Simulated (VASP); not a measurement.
Here is a VASP 6.6.1 calculation.

Contents of INCAR:

```
PREC = Accurate
ENCUT = 520
EDIFF = 1E-6
ISMEAR = 0
SIGMA = 0.1
LREAL = F
LASPH = T
NELM = 150
ALGO = Normal
ISIF = 2
LWAVE = F
LCHARG = F
ISPIN = 2
MAGMOM = 1 0 0 0 0 0
LORBIT = 11
LMAXMIX = 4
GGA = PE
NBANDS = 28
```

File KPOINTS:

```
Automatic mesh
0
Gamma
  4 4 4
```

Contents of POSCAR:

```
ScSi5
1.0
    5.1462752122      0.0000000000      0.0000000000
    0.0000000000      5.1462752122      0.0000000000
    0.0000000000      0.0000000000      5.1354665128
Sc Si
1 5
Direct
    0.5000000000      0.5000000000      0.5000000000
    0.0000000000      0.2792574588      0.6422281102
    0.2792574588      0.0000000000      0.3577718898
    0.7207425412      0.0000000000      0.3577718898
    0.0000000000      0.7207425412      0.6422281102
    0.0000000000      0.0000000000      0.0000000000
```

Potentials or basis: VASP PAW PBE potentials, release 64 (Sc_sv, Si).

Launch:

```bash
$ cat potpaw_PBE.64/Sc_sv/POTCAR potpaw_PBE.64/Si/POTCAR > POTCAR
$ mpirun -np 1 vasp_std > vasp.out
```

(1) What does it give for the pressure?

(2) What does it give for the largest force?

Answers

(1) 0.0 GPa.

(2) 0.015 eV/Å.
